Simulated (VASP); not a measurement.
Here is a VASP 6.6.1 calculation.

POSCAR

```
NaCl
1.0
    2.7759409776      2.7759409776      0.0000000000
   -2.7759409776      2.7759409776      0.0000000000
    0.0000000000      2.7759409776      2.8208046701
Na Cl
1 1
Direct
    0.0000000000      0.0000000000      0.0000000000
    0.5000000000      0.5000000000      0.0000000000
```

INCAR.step1

```
SYSTEM = NaCl
ALGO = Normal
EDIFF = 1E-4
ENCUT = 520
GGA = PE
ISMEAR = 0
LASPH = .TRUE.
LCHARG = .FALSE.
LREAL = .FALSE.
LWAVE = .TRUE.
NBANDS = 14
NELM = 60
PREC = Accurate
SIGMA = 0.01
```

File INCAR.step2:

```
SYSTEM = NaCl
ALGO = Normal
EDIFF = 1E-6
ENCUT = 520
ISIF = 2
ISMEAR = 0
ISTART = 1
LASPH = .TRUE.
LCHARG = .FALSE.
LMIXTAU = .TRUE.
LREAL = .FALSE.
LWAVE = .FALSE.
METAGGA = R2SCAN
NBANDS = 14
NELM = 60
PREC = Accurate
SIGMA = 0.01
```

File KPOINTS:

```
k-points
0
G
  8 8 8
  0 0 0
```

Potentials or basis: VASP PAW PBE potentials, release 64 (Na_pv, Cl).

Command:

```console
$ cat potpaw_PBE.64/Na_pv/POTCAR potpaw_PBE.64/Cl/POTCAR > POTCAR
$ cp INCAR.step1 INCAR
$ mpirun -np 1 vasp_std > vasp.out
$ cp INCAR.step2 INCAR
$ mpirun -np 1 vasp_std > vasp.out
```

(1) Predict the band gap on the k mesh.

(2) Estimate the pressure.

Answers

(1) 6.05 eV.

(2) 0.2 GPa.

Caveat: the cell differs from its parent crystal (in-plane strain -0.01); the PAW data sets were made with another functional, which shifts forces and pressure a little.
